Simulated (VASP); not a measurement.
A run of VASP 6.6.1 is set up as follows.

POSCAR

```
Sn
1.0
    0.0000000000      3.2333428000      3.2333428000
    3.2333428000      0.0000000000      3.2333428000
    3.2333428000      3.2333428000      0.0000000000
Sn
2
Direct
    0.7500000000      0.7500000000      0.7500000000
    0.5000000000      0.5000000000      0.5000000000
```

INCAR.step1

```
ALGO = Normal ; EDIFF = 1E-4
ENCUT = 600 ; GGA = PE
ISMEAR = -1 ; LASPH = T
LCHARG = F ; LREAL = F
LWAVE = T ; NELM = 100
PREC = Accurate ; SIGMA = 0.05
```

File INCAR.step2:

```
ALGO = Normal ; BPARAM = 11.95
CPARAM = 0.0093 ; EDIFF = 1E-7
EDIFFG = -0.01 ; ENCUT = 600
IBRION = 2 ; ISIF = 3
ISMEAR = -1 ; ISTART = 1
IVDW_NL = 2 ; LASPH = T
LCHARG = F ; LMIXTAU = T
LREAL = F ; LUSE_VDW = T
LWAVE = F ; METAGGA = R2SCAN
NELM = 100 ; NSW = 60
PREC = Accurate ; SIGMA = 0.05
```

The input KPOINTS:

```
k-points
0
Gamma
  7 7 7
```

Potentials or basis: VASP PAW PBE potentials, release 64 (Sn_d).

The run is started by

```console
$ cat potpaw_PBE.64/Sn_d/POTCAR > POTCAR
$ cp INCAR.step1 INCAR
$ mpirun -np 1 vasp_std > vasp.out
$ cp INCAR.step2 INCAR
$ mpirun -np 1 vasp_std > vasp.out
```

Question: Estimate the space group after relaxing (to 0.1 Å).

Answer: Fd-3m (No. 227).

Question: Predict the relaxed volume.

Answer: 34.92 Å³/atom.

Question: What does it give for the relaxed cell?

Answer: a = 4.622 Å, b = 4.622 Å, c = 4.622 Å, α = 60.00°, β = 60.00°, γ = 60.00°.

Question: Predict the band gap on the k mesh.

Answer: Zero (filled and empty bands touch).

Step by step:
| step | energy change (eV) | largest force (eV/Å) | pressure (GPa) | volume (Å³) |
| --- | --- | --- | --- | --- |
| 1 | 0.0000 | 0.0000 | 1.60 | 67.61 |
| 2 | -0.0083 | 0.0000 | -0.69 | 70.96 |
| 3 | -0.0108 | 0.0000 | 0.00 | 69.83 |

Caveat: the PAW data sets were made with another functional, which shifts forces and pressure a little; spin-orbit coupling is left out, which moves the levels of the heavy elements. Zero-point motion and thermal expansion aren't in these numbers.
